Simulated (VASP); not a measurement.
Wanted: the native input for a VASP 6.6.1 run.

```
Task                   : relaxation of cell and atoms
Functional             : PBE
Potentials or basis    : VASP PAW PBE potentials, release 64 (Ga_d, O)
Cutoff                 : 600 eV
k mesh                 : 6 × 6 × 4
Occupations            : gaussian, width 0.1 eV
Spin                   : no spin polarisation
Dipole correction      : no
Further INCAR settings : ALGO = Normal; EDIFF = 1e-06; IBRION = 2; EDIFFG = -0.04; NSW = 90; ISIF = 3
```

The structure of Ga3O2 lies in POSCAR:

```
Ga3O2
1.0
    3.6646430208      0.0000000000      0.0000000000
   -1.8323215104      3.1736739518      0.0000000000
    0.0000000000      0.0000000000      5.7015892683
Ga O
3 2
Direct
    0.0000000000      0.0000000000      0.0000000000
    0.3333333333      0.6666666667      0.6450000000
    0.6666666667      0.3333333333      0.3550000000
    0.3333333333      0.6666666667      0.2450000000
    0.6666666667      0.3333333333      0.7550000000
```

The input as run:

INCAR

```
PREC = Accurate ; ENCUT = 600
EDIFF = 1E-6 ; ISMEAR = 0
SIGMA = 0.1 ; LREAL = F
LASPH = T ; NELM = 80
ALGO = Normal ; ISIF = 3
LWAVE = F ; LCHARG = F
GGA = PE ; IBRION = 2
NSW = 90 ; EDIFFG = -0.04
```

KPOINTS

```
regular mesh
0
Gamma
  6 6 4
```

Potentials or basis: VASP PAW PBE potentials, release 64 (Ga_d, O).

Command:

```console
$ cat potpaw_PBE.64/Ga_d/POTCAR potpaw_PBE.64/O/POTCAR > POTCAR
$ mpirun -np 1 vasp_std > vasp.out
```

It gave:

```yaml
Relaxed_volume: 13.48 Å³/atom
Relaxed_cell: a = 3.149 Å, b = 3.149 Å, c = 7.846 Å, α = 90.00°, β = 90.00°, γ = 120.00°
Space_group_after_relaxing_to_0.1_Å: P-3m1 (No. 164)
Pressure_after_relaxing: 0.0 GPa
Largest_force_after_relaxing: 0.025 eV/Å
Band_gap_on_the_k_mesh: zero (an odd number of electrons rules out a gap without spin polarisation)
```

Caveat: a cell axis changed by over 15 % at a fixed basis, so the end point is rough; an odd number of electrons without spin polarisation forces a metal; a magnetic or distorted state may lie lower.

Run time: 33 min on 1 thread of Intel Xeon 8259CL, on a shared host, peak memory 0.24 GiB.
